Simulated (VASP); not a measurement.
The system is TeRu4Rh.

```
Te Ru Rh
1.0
     0.00000    3.58526    3.58526
     3.58526    0.00000    3.58526
     3.58526    3.58526    0.00000
Te Ru Rh
1 4 1
Direct
  0.75000 0.75000 0.75000
  0.37500 0.87500 0.37500
  0.37500 0.37500 0.87500
  0.37500 0.37500 0.37500
  0.87500 0.37500 0.37500
  0.00000 0.00000 0.00000
```

* Program: VASP 6.6.1
* Task: relaxation of cell and atoms
* Functional: PBE
* Potentials or basis: VASP PAW PBE potentials, release 64 (Te, Ru_pv, Rh_pv)
* Cutoff: 600 eV
* k mesh: 4 × 4 × 4
* Occupations: gaussian, width 0.1 eV
* Spin: no spin polarisation

At the start: pressure 9.9 GPa; volume 15.36 Å³/atom.

Question: How do energy, volume and symmetry change on relaxing?

Answer: Over 6 steps the energy falls by 24.2 meV/atom and the volume is 16.09 Å³/atom (+4.7 %); space group F-43m (No. 216, to 0.1 Å) before and after.

Step by step:
```tsv
step	energy change (eV)	largest force (eV/Å)	pressure (GPa)	volume (Å³)
1	0.0000	0.5795	9.93	92.17
2	0.2823	0.1937	-13.96	105.46
3	-0.1436	0.1452	-0.50	96.77
4	-0.1438	0.1543	-0.20	96.64
5	-0.1447	0.0866	0.22	96.45
6	-0.1452	0.0033	0.07	96.52
```

Final structure:
```yaml
crystal:
  lattice:
    - [0.00000, 3.64076, 3.64076]
    - [3.64076, 0.00000, 3.64076]
    - [3.64076, 3.64076, 0.00000]
  atoms:
    - { symbol: Te, position: [0.75000, 0.75000, 0.75000] }
    - { symbol: Ru, position: [0.37382, 0.87854, 0.37382] }
    - { symbol: Ru, position: [0.37382, 0.37382, 0.87854] }
    - { symbol: Ru, position: [0.37382, 0.37382, 0.37382] }
    - { symbol: Ru, position: [0.87854, 0.37382, 0.37382] }
    - { symbol: Rh, position: [0.00000, 0.00000, 0.00000] }
```

Caveat: the k points lie up to 0.37 Å⁻¹ apart in the final cell, too coarse for converged energies and pressures of a metal.
